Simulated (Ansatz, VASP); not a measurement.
**One calculation of Si2BN, two programs**

The input INCAR:

```
SYSTEM = Si2BN
  PREC = Accurate
  ENCUT = 520
  EDIFF = 1E-6
  ISMEAR = 0
  SIGMA = 0.1
  LREAL = .False.
  LASPH = .True.
  NELM = 60
  ALGO = Normal
  ISIF = 2
  LWAVE = .False.
  LCHARG = .True.
  GGA = PE
  LELF = .True.
  LVHAR = .True.
  NBANDS = 16
```

The input KPOINTS:

```
Automatic mesh
0
Gamma
  4 4 6
  0 0 0
```

Contents of POSCAR:

```
Si2BN
1.0
    4.0590800000      0.0000000000      0.0000000000
    0.0000000000      4.0590800000      0.0000000000
    0.0000000000      0.0000000000      3.4637500800
Si B N
2 1 1
Direct
    0.5000000000      0.5000000000      0.5000000000
    0.0000000000      0.0000000000      0.0000000000
    0.0000000000      0.0000000000      0.5000000000
    0.5000000000      0.5000000000      0.0000000000
```

Input for Ansatz:

```yaml
crystal:
  lattice:
    - [4.05908, 0.0, 0.0]
    - [0.0, 4.05908, 0.0]
    - [0.0, 0.0, 3.46375008]
  atoms:
    - { symbol: Si, position: [0.5, 0.5, 0.5] }
    - { symbol: Si, position: [0.0, 0.0, 0.0] }
    - { symbol: B, position: [0.0, 0.0, 0.5] }
    - { symbol: "N", position: [0.5, 0.5, 0.0] }
basis:
  ecutwfc: 420
kpoints:
  mp_grid: { grid: [4, 4, 6] }
hamiltonian:
  xc: pbe
scf:
  occupations: { method: gaussian, width: 0.1 }
  lower_state_search: "off"
output:
  forces: true
  stress: true
  eigenvalues: true
```

Alike in both runs: task single point; functional PBE; k mesh 4 × 4 × 6; occupations gaussian, width 0.1 eV; no spin polarisation.

|  | VASP | Ansatz |
| --- | --- | --- |
| version | VASP 6.6.1 | Ansatz 0.2.0 |
| potentials or method | VASP PAW PBE potentials, release 64 (Si, B, N), cutoff 520 eV | scalar-relativistic, plane waves, PAW |
| valence electrons in the cell | 16 | 16 |

Ansatz gave:

```
gap on the k mesh at the Fermi level (eV)                     : none
pressure (GPa)                                                : -0.7
traceless stress, the component that is largest in VASP (GPa) : 20.18
```

Q: What did VASP give for the same quantities?

A: gap on the k mesh at the Fermi level (eV): none; pressure (GPa): -0.7; traceless stress, the component that is largest in VASP (GPa): 20.20.

A gap of «none» marks a metal or a gap that the smearing closes. With one functional, cell and mesh, what is left measures potentials, basis and numerics.

The k mesh is coarse, so the values compare programs but aren't converged.
